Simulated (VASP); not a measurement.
Runs of VASP 6.6.1 on Nb. The structure is that of space group Im-3m (No. 229), or close to it. The cells are those of the table. 

```csv
task,cell,k mesh,cutoff (eV),gap on the mesh (eV),pressure (GPa),relaxed volume (Å³/atom)
relaxation of cell and atoms,"relaxed from a = 2.836 Å, angles 109.5°, 1 atom",18 × 18 × 18,600,none,0.0,17.50
relaxation of cell and atoms,"relaxed from a = 2.771 Å, angles 109.5°, 1 atom",8 × 8 × 8,600,none,-0.2,17.56
single point,"a = 2.836 Å, angles 109.5°, 1 atom",8 × 8 × 8,520,none,-0.2,-
single point,"a = 2.771 Å, angles 109.5°, 1 atom",8 × 8 × 8,520,none,15.0,-
single point,"a = 2.834 Å, angles 109.5°, 1 atom",18 × 18 × 18,520,none,(a),-
```

Alike in all rows: level PBEsol; potentials or basis VASP PAW PBE potentials, release 64 (Nb_sv); no spin polarisation; smearing gaussian 0.1 eV.

Fill in the values left out.

(a) -0.3.

Caveats: the PAW data sets were made with another functional, which shifts forces and pressure a little.

A k mesh can miss the band edges, and the runs leave out spin-orbit coupling on Nb.

A gap of «none» marks levels without a gap at the run's occupations.
